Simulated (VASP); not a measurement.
# Be3ZnSe4 (P-43m) in VASP: a series of runs

Be3ZnSe4 is run at these levels: PBE; tasks: relaxation of cell and atoms.

Everything below comes from runs of VASP 6.6.1. Logs are shortened: lines on timing, memory, paths and dates and some standing lists are left out, and cuts for length are marked.

**1. The cell of the first run**

Symmetry: P-43m, No. 215, cubic system. The conventional cell has a = 5.306 Å, b = 5.306 Å, c = 5.306 Å, α = 90.00°, β = 90.00°, γ = 90.00°. Within 3.0 Å of Be (site symmetry -42m) lie 4 Se at 2.30 Å. Within 3.0 Å of Zn (site symmetry -43m) lie 4 Se at 2.30 Å. Within 3.0 Å of Se (site symmetry 3m) lie 3 Be at 2.30 Å and 1 Zn at 2.30 Å.

**2. Relaxation of cell and atoms, PBE**

The input, INCAR:

```
SYSTEM = Be3ZnSe4
ALGO     = Normal         ! electronic algorithm
EDIFF    = 1E-7           ! SCF threshold, eV
EDIFFG   = -0.04          ! ionic threshold
ENCUT    = 600            ! plane-wave cutoff, eV
GGA      = PE             ! functional
GGA_COMPAT= .False.      
IBRION   = 2              ! ionic algorithm
ISIF     = 3              ! what is computed and relaxed
ISMEAR   = 0              ! smearing method
LASPH    = .True.         ! aspherical terms in the spheres
LCHARG   = .False.        ! write CHGCAR
LREAL    = .False.        ! projectors in reciprocal space
LWAVE    = .False.        ! write WAVECAR
NELM     = 120            ! most SCF steps
NELMIN   = 4            
NSW      = 90             ! ionic steps
PREC     = Accurate       ! precision mode
SIGMA    = 0.1            ! smearing width, eV
```

The input, KPOINTS:

```
k-points
0
Gamma
  4 4 4
  0 0 0
```

The input, POSCAR:

```
Be3ZnSe4
1.0
    5.3064095700      0.0000000000      0.0000000000
    0.0000000000      5.3064095700      0.0000000000
    0.0000000000      0.0000000000      5.3064095700
Be Zn Se
3 1 4
Direct
    0.5000000000      0.0000000000      0.5000000000
    0.5000000000      0.5000000000      0.0000000000
    0.0000000000      0.5000000000      0.5000000000
    0.0000000000      0.0000000000      0.0000000000
    0.2500000000      0.7500000000      0.7500000000
    0.2500000000      0.2500000000      0.2500000000
    0.7500000000      0.7500000000      0.2500000000
    0.7500000000      0.2500000000      0.7500000000
```

Potentials or basis: VASP PAW PBE potentials, release 64 (Be, Zn, Se).

On the command line:

```console
$ cat potpaw_PBE.64/Be/POTCAR potpaw_PBE.64/Zn/POTCAR potpaw_PBE.64/Se/POTCAR > POTCAR
$ mpirun -np 1 vasp_std > vasp.out
```

OUTCAR:

```text
SYSTEM = Be3ZnSe4
   EDIFF = 1E-7
   EDIFFG = -0.04
   ENCUT = 600
   GGA = PE
   IBRION = 2
   ISIF = 3
   ISMEAR = 0
   LASPH = .True.
   LREAL = .False.
   NELM = 120
   NELMIN = 4
   NSW = 90
   PREC = Accurate

 ion  position               nearest neighbor table
   1  0.500  0.000  0.500-   5 2.30   6 2.30   7 2.30   8 2.30
   2  0.500  0.500  0.000-   5 2.30   6 2.30   7 2.30   8 2.30
   3  0.000  0.500  0.500-   5 2.30   6 2.30   7 2.30   8 2.30
   4  0.000  0.000  0.000-   5 2.30   6 2.30   7 2.30   8 2.30
   5  0.250  0.750  0.750-   1 2.30   2 2.30   3 2.30   4 2.30
   6  0.250  0.250  0.250-   1 2.30   2 2.30   3 2.30   4 2.30
   7  0.750  0.750  0.250-   1 2.30   2 2.30   3 2.30   4 2.30
   8  0.750  0.250  0.750-   1 2.30   2 2.30   3 2.30   4 2.30

  LATTYP: Found a simple cubic cell.
 ALAT       =     5.3064095700

  Lattice vectors:

 A1 = (   5.3064095700,   0.0000000000,   0.0000000000)
 A2 = (   0.0000000000,   5.3064095700,   0.0000000000)
 A3 = (   0.0000000000,   0.0000000000,   5.3064095700)

Analysis of symmetry for initial positions (statically):
=====================================================================
 Subroutine PRICEL returns:
 Original cell was already a primitive cell.

 Routine SETGRP: Setting up the symmetry group for a
 simple cubic supercell.

 Subroutine GETGRP returns: Found 24 space group operations
 (whereof 24 operations were pure point group operations)
 out of a pool of 48 trial point group operations.

The static configuration has the point symmetry T_d .

Analysis of symmetry for dynamics (positions and initial velocities):
=====================================================================
 Subroutine PRICEL returns:
 Original cell was already a primitive cell.

 Routine SETGRP: Setting up the symmetry group for a
 simple cubic supercell.

 Subroutine GETGRP returns: Found 24 space group operations
 (whereof 24 operations were pure point group operations)
 out of a pool of 48 trial point group operations.

The dynamic configuration has the point symmetry T_d .

 Subroutine INISYM returns: Found 24 space group operations
 (whereof 24 operations are pure point group operations),
 and found     1 'primitive' translations

----------------------------------------------------------------------------------------

                                     Primitive cell

  volume of cell :     149.4178

  direct lattice vectors                    reciprocal lattice vectors
     5.306409570  0.000000000  0.000000000     0.188451341  0.000000000  0.000000000
     0.000000000  5.306409570  0.000000000     0.000000000  0.188451341  0.000000000
     0.000000000  0.000000000  5.306409570     0.000000000  0.000000000  0.188451341

  length of vectors
     5.306409570  5.306409570  5.306409570     0.188451341  0.188451341  0.188451341

  position of ions in fractional coordinates (direct lattice)
     0.500000000  0.000000000  0.500000000
     0.500000000  0.500000000  0.000000000
     0.000000000  0.500000000  0.500000000
     0.000000000  0.000000000  0.000000000
     0.250000000  0.750000000  0.750000000
     0.250000000  0.250000000  0.250000000
     0.750000000  0.750000000  0.250000000
     0.750000000  0.250000000  0.750000000

  ion indices of the primitive-cell ions
   primitive index   ion index
                 1           1
                 2           2
                 3           3
                 4           4
                 5           5
                 6           6
                 7           7
                 8           8

----------------------------------------------------------------------------------------

 KPOINTS: k-points

Automatic generation of k-mesh.
 Grid dimensions read from file:
 generate k-points for:    4    4    4

 Generating k-lattice:

  Cartesian coordinates                     Fractional coordinates (reciprocal lattice)
     0.047112835  0.000000000  0.000000000     0.250000000  0.000000000  0.000000000
     0.000000000  0.047112835  0.000000000     0.000000000  0.250000000  0.000000000
     0.000000000  0.000000000  0.047112835     0.000000000  0.000000000  0.250000000

  Length of vectors
     0.047112835  0.047112835  0.047112835

  Shift w.r.t. Gamma in fractional coordinates (k-lattice)
     0.000000000  0.000000000  0.000000000

 Subroutine IBZKPT returns following result:
 ===========================================

 Found     10 irreducible k-points:

 Following reciprocal coordinates:
            Coordinates               Weight
  0.000000  0.000000  0.000000      1.000000
  0.250000  0.000000  0.000000      6.000000
  0.500000  0.000000  0.000000      3.000000
  0.250000  0.250000  0.000000     12.000000
  0.500000  0.250000  0.000000     12.000000
  0.500000  0.500000  0.000000      3.000000
  0.250000  0.250000  0.250000      8.000000
  0.500000  0.250000  0.250000     12.000000
  0.500000  0.500000  0.250000      6.000000
  0.500000  0.500000  0.500000      1.000000
   k-points           NKPTS =     10   k-points in BZ     NKDIM =     10   number of bands    NBANDS=     26
   number of dos      NEDOS =    301   number of ions     NIONS =      8
   total plane-waves  NPLWV =  74088
   dimension x,y,z NGX =    42 NGY =   42 NGZ =   42
   dimension x,y,z NGXF=    84 NGYF=   84 NGZF=   84
   ions per type =               3   1   4
   NGX,Y,Z   is equivalent  to a cutoff of  13.16, 13.16, 13.16 a.u.
   NGXF,Y,Z  is equivalent  to a cutoff of  26.32, 26.32, 26.32 a.u.
 SYSTEM =  Be3ZnSe4
   PREC   = accura    normal or accurate (medium, high low for compatibility)
   ISTART =      0    job   : 0-new  1-cont  2-samecut
   ICHARG =      2    charge: 1-file 2-atom 10-const
   ISPIN  =      1    spin polarized calculation?
   LNONCOLLINEAR =      F non collinear calculations
   LSORBIT =      F    spin-orbit coupling
   LASPH  =      T    aspherical Exc in radial PAW
   ENCUT  =  600.0 eV  44.10 Ry    6.64 a.u.  10.60 10.60 10.60*2*pi/ulx,y,z
   NELM   =    120;   NELMIN=  4; NELMDL= -5     # of ELM steps
   EDIFF  = 0.1E-06   stopping-criterion for ELM
   LREAL  =      F    real-space projection
   EDIFFG = -.4E-01   stopping-criterion for IOM
   NSW    =     90    number of steps for IOM
   IBRION =      2    ionic relax: 0-MD 1-quasi-New 2-CG
   NFREE  =      1    steps in history (QN), initial steepest desc. (CG)
   ISIF   =      3    stress and relaxation
   ISYM   =      2    0-nonsym 1-usesym 2-fastsym
   POTIM  = 0.5000    time-step for ionic-motion
   TEBEG  =    0.0;   TEEND  =   0.0 temperature during run
   PSTRESS=    0.0 pullay stress
   NELECT =      42.0000    total number of electrons
   NUPDOWN=      -1.0000    fix difference up-down
   EMIN   =  10.00;   EMAX   =-10.00  energy-range for DOS
   EFERMI =   0.00;   METHOD = LEGACY
   ISMEAR =     0;   SIGMA  =   0.10  broadening in eV -4-tet -1-fermi 0-gaus
   EFERMI_NEDOS =   21; number of points for ismear=-14 and -15
   IALGO  =     38    algorithm
   IMIX   =      4    mixing-type and parameters
     AMIX     =   0.40;   BMIX     =  1.00
     AMIX_MAG =   1.60;   BMIX_MAG =  1.00
  volume/ion in A,a.u.               =      18.68       126.04
  Fermi-wavevector in a.u.,A,eV,Ry     =   1.072401  2.026544 15.647294  1.150044
  Thomas-Fermi vector in A             =   2.208170
   LORBIT       =      0    0 simple, 1 ext, 2 COOP (PROOUT), +10 PAW based schemes
   GGA     = PE    functional components
   LHFCALC =     F    Hartree Fock is set to
   AEXX    =    0.0000 exact exchange contribution
   IVDW    =     0    specifies the selected vdW correction
   LEPSILON=     F    determine dielectric tensor
   LRPA    =     F    only Hartree local field effects (RPA)
 conjugate gradient relaxation of ions
 non-spin polarized calculation
 Gauss-broadening in eV      SIGMA  =   0.10
  energy-cutoff  :      600.00
  volume of cell :      149.42
 maximum number of plane-waves:      5030
   NGX = 21   NGY = 21   NGZ = 21

--------------------------------------- Ionic step        1  -------------------------------------------

 number of electron      42.0000012 magnetization

 Free energy of the ion-electron system (eV)
  ---------------------------------------------------
  ext. energy  EPLUGINS =         0.00000000
  ---------------------------------------------------
  free energy    TOTEN  =       -31.94086144 eV

  energy without entropy =      -31.94086144  energy(sigma->0) =      -31.94086144

------------------------ aborting loop because EDIFF is reached ----------------------------------------

  FORCE on cell =-STRESS in cart. coord.  units (eV):
  Direction    XX          YY          ZZ          XY          YZ          ZX
  --------------------------------------------------------------------------------------
  -------------------------------------------------------------------------------------
  Total        1.9569762      1.9569762      1.9569762      0.0000000      0.0000000      0.0000000
  in kB       20.9842685     20.9842685     20.9842685      0.0000000      0.0000000      0.0000000
  external PRESSURE =      20.9842685 kB  Pullay stress =       0.0000000 kB

 VOLUME and BASIS-vectors are now :
 -----------------------------------------------------------------------------
  energy-cutoff  :      600.00
  volume of cell :      149.42
      direct lattice vectors                 reciprocal lattice vectors
     5.306409570  0.000000000  0.000000000     0.188451341  0.000000000  0.000000000
     0.000000000  5.306409570  0.000000000     0.000000000  0.188451341  0.000000000
     0.000000000  0.000000000  5.306409570     0.000000000  0.000000000  0.188451341
[... 85 lines left out ...]
 POSITION                                       TOTAL-FORCE (eV/Angst)
 -----------------------------------------------------------------------------------
      2.68821      0.00000      2.68821        -0.000000      0.000000      0.000000
      2.68821      2.68821      0.00000        -0.000000      0.000000     -0.000000
      0.00000      2.68821      2.68821        -0.000000      0.000000      0.000000
      0.00000      0.00000      0.00000        -0.000000      0.000000      0.000000
      1.40472      3.97171      3.97171         0.100308     -0.100308     -0.100308
      1.40472      1.40472      1.40472         0.100308      0.100308      0.100308
      3.97171      3.97171      1.40472        -0.100308     -0.100308      0.100308
      3.97171      1.40472      3.97171        -0.100308      0.100308     -0.100308
 -----------------------------------------------------------------------------------
    total drift:                               -0.000000     -0.000000      0.000000

  FREE ENERGIE OF THE ION-ELECTRON SYSTEM (eV)
  ---------------------------------------------------
  free  energy   TOTEN  =       -32.3527671374 eV

  energy  without entropy=      -32.3527671374  energy(sigma->0) =      -32.35276714

--------------------------------------- Ionic step        4  -------------------------------------------

 number of electron      42.0000009 magnetization

 Free energy of the ion-electron system (eV)
  ---------------------------------------------------
  ext. energy  EPLUGINS =         0.00000000
  ---------------------------------------------------
  free energy    TOTEN  =       -32.38423448 eV

  energy without entropy =      -32.38423448  energy(sigma->0) =      -32.38423448

 E-fermi :   3.1455     XC(G=0):  -9.3247

 val. band max:        2.6719140084   @ k =   0.0000   0.0000   0.0000
 cond. band min:       5.4209114071   @ k =   0.0000   0.0000   0.0000
 fundamental gap:      2.7489973987
 Fermi energy:         3.1454524641

 k-point     1 :       0.0000    0.0000    0.0000
  band No.  band energies     occupation
      1     -10.8618      2.00000
      2      -9.3352      2.00000
      3      -9.3352      2.00000
      4      -9.3352      2.00000
      5      -3.5391      2.00000
      6      -3.5391      2.00000
[... 18 lines left out ...]
     25       5.6056      0.00000
     26       6.1964      0.00000
[... 281 lines left out ...]
 POSITION                                       TOTAL-FORCE (eV/Angst)
 -----------------------------------------------------------------------------------
      2.66099      0.00000      2.66099        -0.000000      0.000000      0.000000
      2.66099      2.66099      5.32197        -0.000000      0.000000      0.000000
      0.00000      2.66099      2.66099        -0.000000      0.000000      0.000000
      0.00000      0.00000      0.00000         0.000000      0.000000      0.000000
      1.39981      3.92217      3.92217        -0.010322      0.010322      0.010322
      1.39981      1.39981      1.39981        -0.010322     -0.010322     -0.010322
      3.92217      3.92217      1.39981         0.010322      0.010322     -0.010322
      3.92217      1.39981      3.92217         0.010322     -0.010322      0.010322
 -----------------------------------------------------------------------------------
    total drift:                                0.000000      0.000000     -0.000000

  FREE ENERGIE OF THE ION-ELECTRON SYSTEM (eV)
  ---------------------------------------------------
  free  energy   TOTEN  =       -32.3842344762 eV

  energy  without entropy=      -32.3842344762  energy(sigma->0) =      -32.38423448

 reached required accuracy - stopping structural energy minimisation
```

Run time: 4.6 min. Hardware: 1 thread of AMD EPYC 9R45, shared host; peak memory 0.26 GiB.

Results:

```
Free energy                            : -32.3842 eV
Relaxed volume                         : 18.84 Å³/atom
Relaxed cell                           : a = 5.322 Å, b = 5.322 Å, c = 5.322 Å, α = 90.00°, β = 90.00°, γ = 90.00°
Space group after relaxing (to 0.05 Å) : P-43m (No. 215)
Energy gained by relaxing              : 55.4 meV/atom
Ionic steps                            : 4
Pressure after relaxing                : 0.1 GPa
Band gap on the k mesh                 : 2.75 eV, direct
```

Step by step:
```tsv
step	energy change (eV)	largest force (eV/Å)	pressure (GPa)	volume (Å³)
1	0.0000	1.9233	2.10	149.42
2	-0.4077	0.3289	-1.54	154.77
3	-0.4119	0.1737	-1.86	155.41
4	-0.4434	0.0179	0.11	150.74
```

Final structure:
```
Be Zn Se
1.0
     5.32197    0.00000    0.00000
     0.00000    5.32197    0.00000
     0.00000    0.00000    5.32197
Be Zn Se
3 1 4
Cartesian
  2.6610 0.0000 2.6610
  2.6610 2.6610 5.3220
  0.0000 2.6610 2.6610
  0.0000 0.0000 0.0000
  1.3998 3.9222 3.9222
  1.3998 1.3998 1.3998
  3.9222 3.9222 1.3998
  3.9222 1.3998 3.9222
```

Levels at points of the mesh, in eV from the valence-band top:
```
           k point  band 17  band 18  band 19  band 20  band 21  band 22  band 23  band 24  band 25  band 26
(0.00, 0.00, 0.00)    -2.41    -2.41     0.00     0.00     0.00     2.75     2.75     2.75     2.93     3.52
(0.50, 0.00, 0.00)    -2.61    -1.75    -1.75    -1.14    -1.14     3.52     4.04     4.95     5.14     5.81
(0.50, 0.50, 0.00)    -2.85    -1.60    -1.08    -0.78    -0.78     4.49     4.62     4.62     5.30     6.53
(0.50, 0.50, 0.50)    -1.20    -1.20    -0.57    -0.57    -0.57     3.08     3.81     3.81     3.81     5.58
```

A k mesh can miss the band edges. PBE gaps usually lie below the measured ones, often by a third to a half.

**3. Relaxation of cell and atoms, PBE**

This run uses another cell than the first one, of 18.82 Å³/atom, 1.008 times its volume.

The input, INCAR:

```
PREC = Accurate
ENCUT = 600
EDIFF = 1E-7
ISMEAR = 0
SIGMA = 0.02
LREAL = F
LASPH = T
NELM = 120
ALGO = Normal
ISIF = 3
LWAVE = F
LCHARG = F
GGA = PE
IBRION = 2
NSW = 100
EDIFFG = -0.01
GGA_COMPAT = F
NELMIN = 4
```

The input, KPOINTS:

```
regular mesh
0
Gamma
  4 4 4
```

The input, POSCAR:

```
Be3ZnSe4
1.0
    5.3199646339      0.0000000000      0.0000000000
    0.0000000000      5.3199646339      0.0000000000
    0.0000000000      0.0000000000      5.3199646339
Be Zn Se
3 1 4
Direct
    0.5000000000      0.0000000000      0.5000000000
    0.5000000000      0.5000000000      0.0000000000
    0.0000000000      0.5000000000      0.5000000000
    0.0000000000      0.0000000000      0.0000000000
    0.2627674017      0.7372325983      0.7372325983
    0.2627674017      0.2627674017      0.2627674017
    0.7372325983      0.7372325983      0.2627674017
    0.7372325983      0.2627674017      0.7372325983
```

Potentials or basis: VASP PAW PBE potentials, release 64 (Be, Zn, Se).

On the command line:

```console
$ cat potpaw_PBE.64/Be/POTCAR potpaw_PBE.64/Zn/POTCAR potpaw_PBE.64/Se/POTCAR > POTCAR
$ mpirun -np 1 vasp_std > vasp.out
```

Wall time 3.3 min (1 thread of AMD EPYC 9R45, shared host); peak memory 0.33 GiB.

The run converged. Its results:

```yaml
Free_energy: -32.3845 eV
Relaxed_volume: 18.89 Å³/atom
Relaxed_cell: a = 5.326 Å, b = 5.326 Å, c = 5.326 Å, α = 90.00°, β = 90.00°, γ = 90.00°
Space_group_after_relaxing_to_0.05_Å: P-43m (No. 215)
Energy_gained_by_relaxing: 0.0 meV/atom
Ionic_steps: 2
Pressure_after_relaxing: 0.0 GPa
Band_gap_on_the_k_mesh: 2.75 eV, direct
```

Forces in eV/Å, atoms in the order of the input:
```
Be   0.000  0.000  0.000
Be   0.000  0.000  0.000
Be   0.000  0.000  0.000
Zn   0.000  0.000  0.000
Se   0.001 -0.001 -0.001
Se   0.001  0.001  0.001
Se  -0.001 -0.001  0.001
Se  -0.001  0.001 -0.001
```

Step by step:
| step | energy change (eV) | largest force (eV/Å) | pressure (GPa) | volume (Å³) |
| --- | --- | --- | --- | --- |
| 1 | 0.0000 | 0.0166 | 0.20 | 150.57 |
| 2 | -0.0003 | 0.0021 | -0.04 | 151.08 |

Final structure:
```
Be Zn Se
1.0
     5.32604    0.00000    0.00000
     0.00000    5.32604    0.00000
     0.00000    0.00000    5.32604
Be Zn Se
3 1 4
Direct
  0.50000 0.00000 0.50000
  0.50000 0.50000 0.00000
  0.00000 0.50000 0.50000
  0.00000 0.00000 0.00000
  0.26285 0.73715 0.73715
  0.26285 0.26285 0.26285
  0.73715 0.73715 0.26285
  0.73715 0.26285 0.73715
```

Levels at points of the mesh, in eV from the valence-band top:
| k point | band 17 | band 18 | band 19 | band 20 | band 21 | band 22 | band 23 | band 24 | band 25 | band 26 |
| --- | --- | --- | --- | --- | --- | --- | --- | --- | --- | --- |
| (0.00, 0.00, 0.00) | -2.40 | -2.40 | 0.00 | 0.00 | 0.00 | 2.75 | 2.75 | 2.75 | 2.93 | 3.52 |
| (0.50, 0.00, 0.00) | -2.61 | -1.74 | -1.74 | -1.14 | -1.14 | 3.52 | 4.04 | 4.95 | 5.13 | 5.81 |
| (0.50, 0.50, 0.00) | -2.85 | -1.59 | -1.08 | -0.78 | -0.78 | 4.49 | 4.62 | 4.62 | 5.31 | 6.53 |
| (0.50, 0.50, 0.50) | -1.19 | -1.19 | -0.57 | -0.57 | -0.57 | 3.08 | 3.81 | 3.81 | 3.81 | 5.58 |

A k mesh can miss the band edges. PBE gaps usually lie below the measured ones, often by a third to a half.
